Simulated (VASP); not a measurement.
Here is a VASP 6.6.1 calculation.

Contents of INCAR:

```
SYSTEM = P
AGGAC = 1.0 ; AGGAX = 1.0
ALDAC = 0.0 ; ALDAX = 1.0
ALGO = Normal ; EDIFF = 1E-6
ENCUT = 520 ; GGA = B5
ISIF = 2 ; ISMEAR = -1
LASPH = .TRUE. ; LCHARG = .TRUE.
LELF = .TRUE. ; LREAL = .FALSE.
LVHAR = .TRUE. ; LWAVE = .FALSE.
NBANDS = 8 ; NELM = 100
PREC = Accurate ; SIGMA = 0.1
```

KPOINTS

```
k-points
0
G
  15 15 15
  0 0 0
```

The input POSCAR:

```
P
1.0
    0.0000000000      2.0042300300      2.0042300300
    2.0042300300      0.0000000000      2.0042300300
    2.0042300300      2.0042300300      0.0000000000
P
1
Direct
    0.0000000000      0.0000000000      0.0000000000
```

Potentials or basis: VASP PAW PBE potentials, release 64 (P).

Run with:

```console
$ cat potpaw_PBE.64/P/POTCAR > POTCAR
$ mpirun -np 1 vasp_std > vasp.out
```

Question: Estimate the pressure.

Answer: 3.0 GPa.

Caveat: the PAW data sets were made with another functional, which shifts forces and pressure a little.
